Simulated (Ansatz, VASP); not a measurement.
## One calculation of TaBe2, two programs

Contents of INCAR:

```
SYSTEM = TaBe2
  PREC = Accurate
  ENCUT = 520
  EDIFF = 1E-7
  ISMEAR = 1
  SIGMA = 0.05
  LREAL = .FALSE.
  LASPH = .TRUE.
  NELM = 60
  ALGO = Normal
  ISIF = 2
  LWAVE = .FALSE.
  LCHARG = .FALSE.
  GGA = CA
  NBANDS = 24
```

KPOINTS

```
Automatic mesh
0
G
  6 6 6
  0 0 0
```

POSCAR

```
TaBe2
1.0
    0.0000000000      3.2340138919      3.2340138919
    3.2340138919      0.0000000000      3.2340138919
    3.2340138919      3.2340138919      0.0000000000
Ta Be
2 4
Direct
    0.7500000000      0.7500000000      0.7500000000
    0.5000000000      0.5000000000      0.5000000000
    0.1250000000      0.6250000000      0.1250000000
    0.1250000000      0.1250000000      0.6250000000
    0.6250000000      0.1250000000      0.1250000000
    0.1250000000      0.1250000000      0.1250000000
```

Input for Ansatz:

```yaml
crystal:
  lattice:
    - [0.0, 3.234013891918856, 3.234013891918856]
    - [3.234013891918856, 0.0, 3.234013891918856]
    - [3.234013891918856, 3.234013891918856, 0.0]
  atoms:
    - { symbol: Ta, position: [0.75, 0.75, 0.75] }
    - { symbol: Ta, position: [0.5, 0.5, 0.5] }
    - { symbol: Be, position: [0.125, 0.625, 0.125] }
    - { symbol: Be, position: [0.125, 0.125, 0.625] }
    - { symbol: Be, position: [0.625, 0.125, 0.125] }
    - { symbol: Be, position: [0.125, 0.125, 0.125] }
basis:
  ecutwfc: 420.0
kpoints:
  mp_grid:
    grid: [6, 6, 6]
hamiltonian:
  xc: lda
scf:
  occupations:
    method: cold
    width: 0.05
output:
  stress: true
```

Alike in both runs: task single point; functional LDA; k mesh 6 × 6 × 6; no spin polarisation.

|  | VASP | Ansatz |
| --- | --- | --- |
| version | VASP 6.6.1 | Ansatz 0.2.0 |
| potentials or method | VASP PAW LDA potentials, release 64 (Ta_pv, Be), cutoff 520 eV | plane waves, PAW |
| occupations | methfessel-paxton of order 1, width 0.05 eV | cold, width 0.05 eV |
| valence electrons in the cell | 30 | 34 |

```tsv
	VASP	Ansatz	Ansatz less VASP
pressure (GPa)	-3.3	-4.1	-0.78
```

LDA's correlation is that of Perdew and Zunger in VASP and of Perdew and Wang (1992) in Ansatz. VASP's potentials hold 30 valence electrons a cell and Ansatz's 34, so a difference there can come from the potentials and not from the codes.

Spin-orbit coupling is off throughout.
